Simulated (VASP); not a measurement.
A run of VASP 6.6.1:

File INCAR:

```
SYSTEM = Bi2Se3
PREC = Accurate ; ENCUT = 600
EDIFF = 1E-6 ; ISMEAR = 0
SIGMA = 0.15 ; LREAL = .False.
LASPH = .True. ; NELM = 80
ALGO = Normal ; ISIF = 3
LWAVE = .False. ; LCHARG = .False.
GGA = PE ; IBRION = 2
NSW = 36 ; EDIFFG = -0.08
```

The input KPOINTS:

```
Automatic mesh
0
Gamma
  2 2 2
  0 0 0
```

The input POSCAR:

```
Bi2Se3
1.0
    3.6499042900      2.1072732200      6.5823297100
   -3.6499042900      2.1072732200      6.5823297100
    0.0000000000     -4.2145464500      6.5823297100
Bi Se
4 6
Direct
    0.3548228100      0.3548228100      0.3548228100
    0.1451771900      0.1451771900      0.1451771900
    0.6451771900      0.6451771900      0.6451771900
    0.8548228100      0.8548228100      0.8548228100
    0.9445990900      0.2500000000      0.5554009100
    0.5554009100      0.9445990900      0.2500000000
    0.7500000000      0.4445990900      0.0554009100
    0.4445990900      0.0554009100      0.7500000000
    0.0554009100      0.7500000000      0.4445990900
    0.2500000000      0.5554009100      0.9445990900
```

Potentials or basis: VASP PAW PBE potentials, release 64 (Bi_d, Se).

The run is started by

```bash
$ cat potpaw_PBE.64/Bi_d/POTCAR potpaw_PBE.64/Se/POTCAR > POTCAR
$ mpirun -np 1 vasp_std > vasp.out
```

Hardware: 1 thread of Intel(R) Xeon(R) 6975P-C (Granite Rapids), on a shared host.

Question: Estimate the wall time of this run.

Answer: Wall time 9.6 min on 1 thread of Intel(R) Xeon(R) 6975P-C (Granite Rapids) (shared host), peak memory 0.64 GiB. Counts: scf iterations 91, k points 4, ion steps 10.
